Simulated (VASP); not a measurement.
Runs of VASP 6.6.1 on Ag3B. The structure is that of space group P-6m2 (No. 187), or close to it. The cells are those of the table. 

```csv
task,cell,cutoff (eV),smearing,gap on the mesh (eV),pressure (GPa),relaxed volume (Å³/atom),largest force (eV/Å)
electric field gradients,"a = 3.006, b = 3.006, c = 7.814 Å, angles 90.0, 90.0, 120.0°, 4 atoms",520,fermi-dirac 0.15 eV,none,-0.1,-,0.01
single point,"a = 3.007, b = 3.007, c = 7.801 Å, angles 90.0, 90.0, 120.0°, 4 atoms",520,gaussian 0.1 eV,none,-0.1,-,0.01
relaxation of cell and atoms,"relaxed from a = 3.007, b = 3.007, c = 7.801 Å, angles 90.0, 90.0, 120.0°, 4 atoms",600,fermi-dirac 0.15 eV,none,0.0,(a),-
single point,"a = 3.006, b = 3.006, c = 7.814 Å, angles 90.0, 90.0, 120.0°, 4 atoms",520,fermi-dirac 0.15 eV,none,-0.1,-,0.01
relaxation of cell and atoms,"relaxed from a = 2.984, b = 2.984, c = 7.895 Å, angles 90.0, 90.0, 120.0°, 4 atoms",600,gaussian 0.1 eV,none,0.0,15.25,-
```

Alike in all rows: level PBE; potentials or basis VASP PAW PBE potentials, release 64 (Ag, B); no spin polarisation; k mesh 18 × 18 × 6.

Problem. Fill in the values left out.

Solution. (a) 15.27.

A k mesh can miss the band edges, and the runs leave out spin-orbit coupling on Ag.

A gap of «none» marks levels without a gap at the run's occupations.
